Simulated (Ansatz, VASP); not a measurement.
SnO2 in VASP and in Ansatz

```
Sn O
1.0
     0.00000    2.50787    2.50787
     2.50787    0.00000    2.50787
     2.50787    2.50787    0.00000
Sn O
1 2
Cartesian
  0.0000 0.0000 0.0000
  1.2539 1.2539 1.2539
  3.7618 3.7618 3.7618
```

Alike in both runs: task single point; functional r2SCAN; k mesh 8 × 8 × 8; no spin polarisation.

```csv
,VASP,Ansatz
version,VASP 6.6.1,Ansatz 0.2.0
potentials or method,"VASP PAW PBE potentials, release 64 (Sn_d, O_h)","plane waves, PAW"
plane-wave cutoff (eV),910,500
occupations,"gaussian, width 0.01 eV",fixed
valence electrons in the cell,26,26
```

|  | VASP | Ansatz | Ansatz less VASP |
| --- | --- | --- | --- |
| gap on the k mesh at the Fermi level (eV) | 1.19 | 1.16 | -0.025 |

VASP's potentials were made for PBE, not for r2SCAN.

Noted on VASP's run: the cutoff is short for stress, so the pressure is rough.
